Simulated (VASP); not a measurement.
# Zn2NiO4 (Pbam) in VASP: single point with PBE

Aim: the single point of Zn2NiO4 with PBE.

All numbers are computed with VASP 6.6.1; they aren't measurements. Logs are shortened: lines on timing, memory, paths and dates and some standing lists are left out, and cuts for length are marked.

### Step 1. The cell of the first run

It takes space group Pbam (No. 55, orthorhombic). The conventional cell has a = 5.079 Å, b = 9.251 Å, c = 2.897 Å, α = 90.00°, β = 90.00°, γ = 90.00°. Within 2.8 Å of Zn (site symmetry m) lie 7 O at 2.11 to 2.79 Å. Within 2.5 Å of Ni (site symmetry 2/m) lie 6 O at 1.89 to 1.91 Å. O (site symmetry m) has 1 Ni at 1.89 Å and 4 Zn at 2.12 to 2.13 Å within 2.5 Å. Within 2.5 Å of O (site symmetry m) lie 2 Ni at 1.91 Å and 2 Zn at 2.11 to 2.23 Å and 1 O at 2.49 Å.

### Step 2. Single point, PBE, collinear spin, ferromagnetic start

Contents of INCAR:

```
SYSTEM = Zn2NiO4
PREC = Accurate ; ENCUT = 600
EDIFF = 1E-6 ; ISMEAR = 0
SIGMA = 0.15 ; LREAL = .FALSE.
LASPH = .TRUE. ; NELM = 200
ALGO = Normal ; ISIF = 2
LWAVE = .FALSE. ; LCHARG = .FALSE.
ISPIN = 2 ; MAGMOM = 0 0 0 0 2 2 0 0 0 0 0 0 0 0
LORBIT = 11 ; LMAXMIX = 4
GGA = PE ; NBANDS = 75
GGA_COMPAT = .FALSE.
```

Contents of KPOINTS:

```
regular mesh
0
G
  3 2 4
  0 0 0
```

Contents of POSCAR:

```
Zn2NiO4
1.0
    5.0785024651      0.0000000000      0.0000000000
    0.0000000000      9.2506165467      0.0000000000
    0.0000000000      0.0000000000      2.8970173951
Zn Ni O
4 2 8
Direct
    0.4382171674      0.8220742427      0.5000000000
    0.5617828326      0.1779257573      0.5000000000
    0.0617828326      0.3220742427      0.5000000000
    0.9382171674      0.6779257573      0.5000000000
    0.0000000000      0.0000000000      0.0000000000
    0.5000000000      0.5000000000      0.0000000000
    0.1334927978      0.8090467088      0.0000000000
    0.8665072022      0.1909532912      0.0000000000
    0.2356594333      0.0363966487      0.5000000000
    0.7643405667      0.9636033513      0.5000000000
    0.6334927978      0.6909532912      0.0000000000
    0.3665072022      0.3090467088      0.0000000000
    0.7356594333      0.4636033513      0.5000000000
    0.2643405667      0.5363966487      0.5000000000
```

Potentials or basis: VASP PAW PBE potentials, release 64 (Zn, Ni, O).

Launch:

```
$ cat potpaw_PBE.64/Zn/POTCAR potpaw_PBE.64/Ni/POTCAR potpaw_PBE.64/O/POTCAR > POTCAR
$ mpirun -np 1 vasp_std > vasp.out
```

OUTCAR:

```text
SYSTEM = Zn2NiO4
   PREC = Accurate
   ENCUT = 600
   EDIFF = 1E-6
   ISMEAR = 0
   LREAL = .FALSE.
   LASPH = .TRUE.
   NELM = 200
   ISIF = 2
   ISPIN = 2
   LORBIT = 11
   GGA = PE

 ion  position               nearest neighbor table
   1  0.438  0.822  0.500-  10 2.11   7 2.12   7 2.12  11 2.13  11 2.13   9 2.23   4 2.87   4 2.87

   2  0.562  0.178  0.500-   9 2.11   8 2.12   8 2.12  12 2.13  12 2.13  10 2.23   3 2.87   3 2.87

   3  0.062  0.322  0.500-  13 2.11  12 2.12  12 2.12   8 2.13   8 2.13  14 2.23   2 2.87   2 2.87

   4  0.938  0.678  0.500-  14 2.11  11 2.12  11 2.12   7 2.13   7 2.13  13 2.23   1 2.87   1 2.87

   5  0.000  0.000  0.000-   7 1.89   8 1.89   9 1.91  10 1.91   9 1.91  10 1.91
   6  0.500  0.500  0.000-  11 1.89  12 1.89  13 1.91  14 1.91  13 1.91  14 1.91
   7  0.133  0.809  0.000-   5 1.89   1 2.12   1 2.12   4 2.13   4 2.13
   8  0.867  0.191  0.000-   5 1.89   2 2.12   2 2.12   3 2.13   3 2.13
   9  0.236  0.036  0.500-   5 1.91   5 1.91   2 2.11   1 2.23
  10  0.764  0.964  0.500-   5 1.91   5 1.91   1 2.11   2 2.23
  11  0.633  0.691  0.000-   6 1.89   4 2.12   4 2.12   1 2.13   1 2.13
  12  0.367  0.309  0.000-   6 1.89   3 2.12   3 2.12   2 2.13   2 2.13
  13  0.736  0.464  0.500-   6 1.91   6 1.91   3 2.11   4 2.23
  14  0.264  0.536  0.500-   6 1.91   6 1.91   4 2.11   3 2.23

  LATTYP: Found a simple orthorhombic cell.
 ALAT       =     2.8970173951
 B/A-ratio  =     1.7530106908
 C/A-ratio  =     3.1931518818

  Lattice vectors:

 A1 = (   0.0000000000,   0.0000000000,   2.8970173951)
 A2 = (   5.0785024651,   0.0000000000,   0.0000000000)
 A3 = (   0.0000000000,   9.2506165467,   0.0000000000)

Analysis of symmetry for initial positions (statically):
=====================================================================
 Subroutine PRICEL returns:
 Original cell was already a primitive cell.

 Routine SETGRP: Setting up the symmetry group for a
 simple orthorhombic supercell.

 Subroutine GETGRP returns: Found  8 space group operations
 (whereof  4 operations were pure point group operations)
 out of a pool of  8 trial point group operations.

The static configuration has the point symmetry C_2h.
 The point group associated with its full space group is D_2h.

Analysis of symmetry for dynamics (positions and initial velocities):
=====================================================================
 Subroutine PRICEL returns:
 Original cell was already a primitive cell.
[... 1068 lines left out ...]
     69      12.2948      0.00000
     70      12.2948      0.00000
 Fermi energy:         3.7015193635

 spin component 2

 k-point     1 :       0.0000    0.0000    0.0000
  band No.  band energies     occupation
      1     -15.7288      1.00000
      2     -15.2666      1.00000
      3     -14.6535      1.00000
      4     -14.1398      1.00000
      5     -13.9745      1.00000
      6     -13.8973      1.00000
[... 865 lines left out ...]
     69      12.2949      0.00000
     70      12.2949      0.00000
 [bands above 70 left out]

------------------------ aborting loop because EDIFF is reached ----------------------------------------

  FORCE on cell =-STRESS in cart. coord.  units (eV):
  Direction    XX          YY          ZZ          XY          YZ          ZX
  --------------------------------------------------------------------------------------
  -------------------------------------------------------------------------------------
  Total        0.1225082      0.7321470      0.6002198      0.0000000      0.0000000      0.0000000
  in kB        1.4421762      8.6188921      7.0658348      0.0000000      0.0000000      0.0000000
  external PRESSURE =       5.7089677 kB  Pullay stress =       0.0000000 kB

 VOLUME and BASIS-vectors are now :
 -----------------------------------------------------------------------------
  energy-cutoff  :      600.00
  volume of cell :      136.10
      direct lattice vectors                 reciprocal lattice vectors
     5.078502465  0.000000000  0.000000000     0.196908440  0.000000000  0.000000000
     0.000000000  9.250616547  0.000000000     0.000000000  0.108100903  0.000000000
     0.000000000  0.000000000  2.897017395     0.000000000  0.000000000  0.345182601

 POSITION                                       TOTAL-FORCE (eV/Angst)
 -----------------------------------------------------------------------------------
      2.22549      7.60469      1.44851         0.055270      0.033975      0.000000
      2.85302      1.64592      1.44851        -0.055270     -0.033975      0.000000
      0.31376      2.97939      1.44851        -0.055270      0.033975     -0.000000
      4.76474      6.27123      1.44851         0.055270     -0.033975      0.000000
      0.00000      0.00000      0.00000        -0.000000     -0.000000      0.000000
      2.53925      4.62531      0.00000        -0.000000     -0.000000      0.000000
      0.67794      7.48418      0.00000        -0.011517     -0.059161      0.000000
      4.40056      1.76644      0.00000         0.011517      0.059161     -0.000000
      1.19680      0.33669      1.44851         0.097404      0.050259      0.000000
      3.88171      8.91393      1.44851        -0.097404     -0.050259      0.000000
      3.21719      6.39174      0.00000        -0.011517      0.059161      0.000000
      1.86131      2.85887      0.00000         0.011517     -0.059161      0.000000
      3.73605      4.28862      1.44851         0.097404     -0.050259      0.000000
      1.34245      4.96200      1.44851        -0.097404      0.050259      0.000000
 -----------------------------------------------------------------------------------
    total drift:                                0.000000      0.000000      0.000000

  FREE ENERGIE OF THE ION-ELECTRON SYSTEM (eV)
  ---------------------------------------------------
  free  energy   TOTEN  =       -69.5079322262 eV

  energy  without entropy=      -69.4989132686  energy(sigma->0) =      -69.50342275

 total charge

# of ion       s       p       d       tot
------------------------------------------
    1        0.403   0.389   9.882  10.673
    2        0.403   0.389   9.882  10.673
    3        0.403   0.389   9.882  10.673
    4        0.403   0.389   9.882  10.673
    5        0.468   0.726   8.147   9.341
    6        0.468   0.726   8.147   9.341
    7        1.568   3.411   0.000   4.979
    8        1.568   3.411   0.000   4.979
    9        1.571   3.371   0.000   4.942
   10        1.571   3.371   0.000   4.942
   11        1.568   3.411   0.000   4.979
   12        1.568   3.411   0.000   4.979
   13        1.571   3.371   0.000   4.942
   14        1.571   3.371   0.000   4.942
--------------------------------------------------
tot         15.103  30.137  55.821 101.060

 magnetization (x)

# of ion       s       p       d       tot
------------------------------------------
    1        0.000   0.000  -0.000   0.000
    2        0.000   0.000  -0.000   0.000
    3        0.000   0.000  -0.000   0.000
    4        0.000   0.000  -0.000   0.000
    5        0.000   0.000   0.000   0.000
    6        0.000   0.000   0.000   0.000
    7       -0.000  -0.000   0.000  -0.000
    8       -0.000  -0.000   0.000  -0.000
    9       -0.000  -0.000   0.000  -0.000
   10       -0.000  -0.000   0.000  -0.000
   11       -0.000  -0.000   0.000  -0.000
   12       -0.000  -0.000   0.000  -0.000
   13       -0.000  -0.000   0.000  -0.000
   14       -0.000  -0.000   0.000  -0.000
--------------------------------------------------
tot          0.000  -0.000   0.000  -0.000
```

OSZICAR:

```text
N       E                     dE             d eps       ncg     rms          rms(c)
DAV:   1     0.156255476268E+04    0.15626E+04   -0.57285E+04  3632   0.244E+03
DAV:   2     0.242159312563E+03   -0.13204E+04   -0.12309E+04  3600   0.632E+02
DAV:   3    -0.629690556660E+02   -0.30513E+03   -0.28270E+03  3763   0.258E+02
DAV:   4    -0.912846321572E+02   -0.28316E+02   -0.27785E+02  4136   0.820E+01
[... 10 lines left out ...]
DAV:  15    -0.695078282019E+02    0.26293E-03   -0.14642E-03  4049   0.573E-01    0.807E-02
DAV:  16    -0.695079283514E+02   -0.10015E-03   -0.34003E-04  4161   0.113E-01    0.449E-02
DAV:  17    -0.695079314235E+02   -0.30721E-05   -0.49520E-05  4311   0.768E-02    0.204E-02
DAV:  18    -0.695079325477E+02   -0.11242E-05   -0.14761E-05  4156   0.222E-02    0.117E-02
DAV:  19    -0.695079322262E+02    0.32154E-06   -0.90606E-07  2430   0.142E-02
   1 F= -.69507932E+02 E0= -.69503423E+02  d E =-.901896E-02  mag=    -0.0002
```

stdout:

```text
POSCAR found type information on POSCAR ZnNiO
 POSCAR found :  3 types and      14 ions
 scaLAPACK will be used
 LDA part: xc-table for (Slater+PW92), standard interpolation
 POSCAR, INCAR and KPOINTS ok, starting setup
 FFT: planning ... GRIDC
 FFT: planning ... GRID_SOFT
 FFT: planning ... GRID
 WAVECAR not read
 entering main loop
```

It took 14 min on 1 thread of Intel Xeon 8259CL, shared host; peak memory 0.45 GiB.

What came out:

```
Free energy                                           : -69.5079 eV
Pressure                                              : 0.6 GPa
Largest force                                         : 0.110 eV/Å
Band gap on the k mesh                                : 0.19 eV, indirect (least direct gap 0.20 eV)
Net moment                                            : 0.00 μB per cell
Valence electrons inside the program's atomic spheres : Zn 10.67; Ni 9.34; O 4.98, 4.94
```

Forces in eV/Å, atoms in the order of the input:
```
Zn   0.055  0.034  0.000
Zn  -0.055 -0.034  0.000
Zn  -0.055  0.034  0.000
Zn   0.055 -0.034  0.000
Ni   0.000  0.000  0.000
Ni   0.000  0.000  0.000
O   -0.012 -0.059  0.000
O    0.012  0.059  0.000
O    0.097  0.050  0.000
O   -0.097 -0.050  0.000
O   -0.012  0.059  0.000
O    0.012 -0.059  0.000
O    0.097 -0.050  0.000
O   -0.097  0.050  0.000
```

Levels at points of the mesh, in eV from the valence-band top:
Spin up:
| k point | band 55 | band 56 | band 57 | band 58 | band 59 | band 60 | band 61 | band 62 |
| --- | --- | --- | --- | --- | --- | --- | --- | --- |
| (0.00, 0.00, 0.00) | -0.85 | -0.53 | -0.36 | -0.01 | 0.19 | 1.14 | 1.40 | 1.41 |
| (0.00, 0.50, 0.00) | -0.67 | -0.67 | -0.16 | -0.16 | 0.73 | 0.73 | 1.40 | 1.40 |
| (0.00, 0.00, 0.50) | -1.01 | -0.85 | -0.39 | 0.00 | 0.68 | 0.91 | 0.93 | 1.39 |
| (0.00, 0.50, 0.50) | -0.98 | -0.98 | -0.17 | -0.17 | 0.91 | 0.91 | 1.01 | 1.01 |
Spin down:
```tsv
k point	band 55	band 56	band 57	band 58	band 59	band 60	band 61	band 62
(0.00, 0.00, 0.00)	-0.85	-0.53	-0.36	-0.01	0.19	1.14	1.40	1.41
(0.00, 0.50, 0.00)	-0.67	-0.67	-0.16	-0.16	0.73	0.73	1.40	1.40
(0.00, 0.00, 0.50)	-1.01	-0.85	-0.39	0.00	0.68	0.91	0.93	1.39
(0.00, 0.50, 0.50)	-0.98	-0.98	-0.17	-0.17	0.91	0.91	1.01	1.01
```

Caveat: the k points lie up to 0.54 Å⁻¹ apart; the starting moments collapsed, and a magnetic state may lie lower. A k mesh can miss the band edges.
